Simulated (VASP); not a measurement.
Crystal: HgTe.

```xyz
2
Lattice="-3.0252 3.0252 1.5489 3.0252 -3.0252 1.5489 3.0252 3.0252 -1.5489" Properties=species:S:1:pos:R:3 pbc="T T T"
Hg    0.0000    3.0252    0.7745
Te    0.0000    0.0000    0.0000
```

Base run:

```yaml
Program: VASP 6.6.1
Functional: r2SCAN
Potentials_or_basis: VASP PAW PBE potentials, release 64 (Hg, Te)
Cutoff: 520 eV
k_mesh: 10 × 10 × 10
Occupations: fermi-dirac, width 0.05 eV
Spin: no spin polarisation
```

Its results: band gap on the k mesh zero (band 9 reaches 6.15 eV, above the bottom of band 10 at 2.54 eV); pressure -0.1 GPa.

Question: The run is repeated on the same cell with these changes: functional from r2SCAN to PBEsol. What comes out?

Answer: Band gap on the k mesh zero (band 9 reaches 6.02 eV, above the bottom of band 10 at 2.52 eV); pressure -2.4 GPa.

Caveats: the PAW data sets were made with another functional, which shifts forces and pressure a little; spin-orbit coupling is left out, which moves the levels of the heavy elements.
